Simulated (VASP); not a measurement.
# Au in VASP: settings compared, part 2 of 2

VASP 6.6.1. The steps go on from the part before.

**6. Single point, PBE**

File INCAR:

```
SYSTEM = Au
PREC = Accurate
ENCUT = 500
EDIFF = 1E-6
ISMEAR = -1
SIGMA = 0.05
LREAL = .False.
LASPH = .True.
NELM = 120
ALGO = Normal
ISIF = 2
LWAVE = .False.
LCHARG = .True.
GGA = PE
LELF = .True.
LVHAR = .True.
NBANDS = 12
GGA_COMPAT = .False.
```

File KPOINTS:

```
regular mesh
0
Gamma
  11 11 11
  0 0 0
```

File POSCAR:

```
Au
1.0
    0.0000000000      2.0146500000      2.0350000000
    2.0146500000      0.0000000000      2.0350000000
    2.0146500000      2.0146500000      0.0000000000
Au
1
Direct
    0.0000000000      0.0000000000      0.0000000000
```

Potentials or basis: VASP PAW PBE potentials, release 64 (Au).

On the command line:

```bash
$ cat potpaw_PBE.64/Au/POTCAR > POTCAR
$ mpirun -np 1 vasp_std > vasp.out
```

OUTCAR:

```text
SYSTEM = Au
   PREC = Accurate
   ENCUT = 500
   EDIFF = 1E-6
   ISMEAR = -1
   LREAL = .False.
   LASPH = .True.
   NELM = 120
   ISIF = 2
   GGA = PE

 ion  position               nearest neighbor table
   1  0.000  0.000  0.000-

  LATTYP: Found a body centered tetragonal cell.
 ALAT       =     2.8491453534
 C/A-ratio  =     1.4284985479

  Lattice vectors:

 A1 = (  -2.0146500000,   0.0000000000,   2.0350000000)
 A2 = (   2.0146500000,   0.0000000000,   2.0350000000)
 A3 = (   0.0000000000,   2.0146500000,  -2.0350000000)

Analysis of symmetry for initial positions (statically):
=====================================================================
 Subroutine PRICEL returns:
 Original cell was already a primitive cell.

 Routine SETGRP: Setting up the symmetry group for a
 body centered tetragonal supercell.

 Subroutine GETGRP returns: Found 16 space group operations
 (whereof 16 operations were pure point group operations)
 out of a pool of 16 trial point group operations.

The static configuration has the point symmetry D_4h.

Analysis of symmetry for dynamics (positions and initial velocities):
=====================================================================
 Subroutine PRICEL returns:
 Original cell was already a primitive cell.

 Routine SETGRP: Setting up the symmetry group for a
 body centered tetragonal supercell.

 Subroutine GETGRP returns: Found 16 space group operations
 (whereof 16 operations were pure point group operations)
 out of a pool of 16 trial point group operations.

The dynamic configuration has the point symmetry D_4h.

 Subroutine INISYM returns: Found 16 space group operations
 (whereof 16 operations are pure point group operations),
 and found     1 'primitive' translations

----------------------------------------------------------------------------------------

                                     Primitive cell

  volume of cell :      16.5194

  direct lattice vectors                    reciprocal lattice vectors
     0.000000000  2.014650000  2.035000000    -0.248182066  0.248182066  0.245700246
     2.014650000  0.000000000  2.035000000     0.248182066 -0.248182066  0.245700246
     2.014650000  2.014650000  0.000000000     0.248182066  0.248182066 -0.245700246

  length of vectors
     2.863571131  2.863571131  2.849145353     0.428435861  0.428435861  0.428435861

  position of ions in fractional coordinates (direct lattice)
     0.000000000  0.000000000  0.000000000

  ion indices of the primitive-cell ions
   primitive index   ion index
                 1           1

----------------------------------------------------------------------------------------

 KPOINTS: regular mesh

Automatic generation of k-mesh.
 Grid dimensions read from file:
 generate k-points for:   11   11   11

 Generating k-lattice:

  Cartesian coordinates                     Fractional coordinates (reciprocal lattice)
    -0.022562006  0.022562006  0.022336386     0.090909091 -0.000000000  0.000000000
     0.022562006 -0.022562006  0.022336386    -0.000000000  0.090909091  0.000000000
     0.022562006  0.022562006 -0.022336386     0.000000000  0.000000000  0.090909091

  Length of vectors
     0.038948715  0.038948715  0.038948715

  Shift w.r.t. Gamma in fractional coordinates (k-lattice)
     0.000000000  0.000000000  0.000000000

 Subroutine IBZKPT returns following result:
 ===========================================

 Found    126 irreducible k-points:

 Following reciprocal coordinates:
            Coordinates               Weight
  0.000000  0.000000  0.000000      1.000000
  0.090909  0.000000  0.000000      8.000000
  0.181818 -0.000000  0.000000      8.000000
  0.272727  0.000000  0.000000      8.000000
  0.363636  0.000000  0.000000      8.000000
  0.454545  0.000000  0.000000      8.000000
[... 16 lines left out ...]
 -0.272727  0.181818  0.000000      8.000000
 -0.181818  0.181818  0.000000      4.000000
 [... further k-points ...]
   k-points           NKPTS =    126   k-points in BZ     NKDIM =    126   number of bands    NBANDS=     12
   number of dos      NEDOS =    301   number of ions     NIONS =      1
   total plane-waves  NPLWV =  13824
   dimension x,y,z NGX =    24 NGY =   24 NGZ =   24
   dimension x,y,z NGXF=    48 NGYF=   48 NGZF=   48
   ions per type =               1
   NGX,Y,Z   is equivalent  to a cutoff of  13.93, 13.93, 14.00 a.u.
   NGXF,Y,Z  is equivalent  to a cutoff of  27.87, 27.87, 28.01 a.u.
 SYSTEM =  Au
   PREC   = accura    normal or accurate (medium, high low for compatibility)
   ISTART =      0    job   : 0-new  1-cont  2-samecut
   ICHARG =      2    charge: 1-file 2-atom 10-const
   ISPIN  =      1    spin polarized calculation?
   LNONCOLLINEAR =      F non collinear calculations
   LSORBIT =      F    spin-orbit coupling
   LASPH  =      T    aspherical Exc in radial PAW
   ENCUT  =  500.0 eV  36.75 Ry    6.06 a.u.   5.22  5.22  5.19*2*pi/ulx,y,z
   NELM   =    120;   NELMIN=  2; NELMDL= -5     # of ELM steps
   EDIFF  = 0.1E-05   stopping-criterion for ELM
   LREAL  =      F    real-space projection
   EDIFFG = 0.1E-04   stopping-criterion for IOM
   NSW    =      0    number of steps for IOM
   IBRION =     -1    ionic relax: 0-MD 1-quasi-New 2-CG
   NFREE  =      0    steps in history (QN), initial steepest desc. (CG)
   ISIF   =      2    stress and relaxation
   ISYM   =      2    0-nonsym 1-usesym 2-fastsym
   POTIM  = 0.5000    time-step for ionic-motion
   TEBEG  =    0.0;   TEEND  =   0.0 temperature during run
   PSTRESS=    0.0 pullay stress
   NELECT =      11.0000    total number of electrons
   NUPDOWN=      -1.0000    fix difference up-down
   EMIN   =  10.00;   EMAX   =-10.00  energy-range for DOS
   EFERMI =   0.00;   METHOD = LEGACY
   ISMEAR =    -1;   SIGMA  =   0.05  broadening in eV -4-tet -1-fermi 0-gaus
   EFERMI_NEDOS =   21; number of points for ismear=-14 and -15
   IALGO  =     38    algorithm
   IMIX   =      4    mixing-type and parameters
     AMIX     =   0.40;   BMIX     =  1.00
     AMIX_MAG =   1.60;   BMIX_MAG =  1.00
  volume/ion in A,a.u.               =      16.52       111.48
  Fermi-wavevector in a.u.,A,eV,Ry     =   1.429578  2.701511 27.806134  2.043693
  Thomas-Fermi vector in A             =   2.549516
   LORBIT       =      0    0 simple, 1 ext, 2 COOP (PROOUT), +10 PAW based schemes
   GGA     = PE    functional components
   LHFCALC =     F    Hartree Fock is set to
   AEXX    =    0.0000 exact exchange contribution
   IVDW    =     0    specifies the selected vdW correction
   LEPSILON=     F    determine dielectric tensor
   LRPA    =     F    only Hartree local field effects (RPA)
 non-spin polarized calculation
  energy-cutoff  :      500.00
  volume of cell :       16.52
 maximum number of plane-waves:       432
 NGX is ok and might be reduce to    24
   NGX = 11   NGY = 11   NGZ = 11

 number of electron      10.9999999 magnetization

 Free energy of the ion-electron system (eV)
  ---------------------------------------------------
  ext. energy  EPLUGINS =         0.00000000
  ---------------------------------------------------
  free energy    TOTEN  =        -3.16914210 eV

  energy without entropy =       -3.16745049  energy(sigma->0) =       -3.16829629

 E-fermi :  10.0201     XC(G=0): -12.9039

 val. band max:        9.9085137533   @ k =   0.4545   0.0000   0.3636
 cond. band min:      10.0974760972   @ k =  -0.4545  -0.0000   0.0909
 fundamental gap:      0.1889623439
 Fermi energy:        10.0200941135

 k-point     1 :       0.0000    0.0000    0.0000
  band No.  band energies     occupation
      1      -0.1867      2.00000
      2       5.0802      2.00000
      3       5.1723      2.00000
      4       5.1723      2.00000
      5       6.6871      2.00000
      6       6.7922      2.00000
      7      24.4801      0.00000
      8      28.5320      0.00000
      9      28.7204      0.00000
     10      28.7204      0.00000
     11      33.6664      0.00000
     12      38.5891      0.00000
[... 331 lines left out ...]
 k-point    24 :      -0.1818    0.1818    0.0000
  band No.  band energies     occupation
      1       2.4587      2.00000
      2       4.4879      2.00000
      3       5.3197      2.00000
      4       6.0836      2.00000
      5       6.1202      2.00000
      6       8.0103      2.00000
      7      21.4932      0.00000
      8      23.5422      0.00000
      9      27.8981      0.00000
     10      29.2585      0.00000
     11      32.3934      0.00000
     12      35.0938      0.00000

 [... further k-points ...]

------------------------ aborting loop because EDIFF is reached ----------------------------------------

  FORCE on cell =-STRESS in cart. coord.  units (eV):
  Direction    XX          YY          ZZ          XY          YZ          ZX
  --------------------------------------------------------------------------------------
  -------------------------------------------------------------------------------------
  Total        1.5443995      1.5443995      1.4655339      0.0000000      0.0000000      0.0000000
  in kB      149.7878555    149.7878555    142.1388572      0.0000000      0.0000000      0.0000000
  external PRESSURE =     147.2381894 kB  Pullay stress =       0.0000000 kB

 VOLUME and BASIS-vectors are now :
 -----------------------------------------------------------------------------
  energy-cutoff  :      500.00
  volume of cell :       16.52
      direct lattice vectors                 reciprocal lattice vectors
     0.000000000  2.014650000  2.035000000    -0.248182066  0.248182066  0.245700246
     2.014650000  0.000000000  2.035000000     0.248182066 -0.248182066  0.245700246
     2.014650000  2.014650000  0.000000000     0.248182066  0.248182066 -0.245700246

 POSITION                                       TOTAL-FORCE (eV/Angst)
 -----------------------------------------------------------------------------------
      0.00000      0.00000      0.00000        -0.000000      0.000000     -0.000000
 -----------------------------------------------------------------------------------
    total drift:                               -0.000000     -0.000000     -0.000000

  FREE ENERGIE OF THE ION-ELECTRON SYSTEM (eV)
  ---------------------------------------------------
  free  energy   TOTEN  =        -3.1691420979 eV

  energy  without entropy=       -3.1674504865  energy(sigma->0) =       -3.16829629
```

Wall time 20 s (1 thread of AMD EPYC 9R14 (Zen 4), shared host); peak memory 0.12 GiB.

Results:

```yaml
Free_energy: -3.1691 eV
Pressure: 14.7 GPa
Band_gap_on_the_k_mesh: zero (an odd number of electrons rules out a gap without spin polarisation)
```

Stress tensor (GPa, compression positive):
```
14.98  0.00  0.00
 0.00 14.98  0.00
 0.00  0.00 14.21
```

Levels at points of the mesh, in eV from the Fermi level:
```
           k point  band 3  band 4  band 5  band 6  band 7  band 8  band 9  band 10
(0.00, 0.00, 0.00)   -4.85   -4.85   -3.33   -3.23   14.46   18.51   18.70    18.70
```

Caveat: the cell stands under pressure; spin-orbit coupling is left out, which moves the levels of the heavy elements.

**7. Overview**

| level | cell | k mesh | cutoff (eV) | grid for exact exchange (PRECFOCK) | share of exact exchange | screening parameter | gap on the mesh (eV) | pressure (GPa) |
| --- | --- | --- | --- | --- | --- | --- | --- | --- |
| HSE06 | a = 2.859 Å, angles 60.0°, 1 atom | 6 × 6 × 6 | 520 | Normal | 0.25 | 0.2079 1/Å | none | 12.5 |
| PBE0 | a = 2.859 Å, angles 60.0°, 1 atom | 6 × 6 × 6 | 520 | Normal | 0.25 | - | none | 12.7 |
| HSE06 | a = 2.878 Å, angles 60.0°, 1 atom | 6 × 6 × 6 | 520 | Normal | 0.25 | 0.2079 1/Å | none | 8.3 |
| PBE0 | a = 2.878 Å, angles 60.0°, 1 atom | 6 × 6 × 6 | 520 | Normal | 0.25 | - | none | 8.5 |
| PBE | a = 2.864, b = 2.864, c = 2.849 Å, angles 60.2, 60.2, 59.7°, 1 atom | 11 × 11 × 11 | 500 | - | - | - | none | 14.7 |

Alike in all rows: task single point; potentials or basis VASP PAW PBE potentials, release 64 (Au); no spin polarisation; smearing fermi-dirac 0.05 eV.

Caveats: some runs use coarse meshes; spin-orbit coupling is left out, which moves the levels of the heavy elements; the PAW data sets were made with another functional, which shifts forces and pressure a little (at least some runs); the cell stands under pressure (at least some runs).

Total energies depend on the potentials used, so only differences within one code and one set of settings carry meaning.
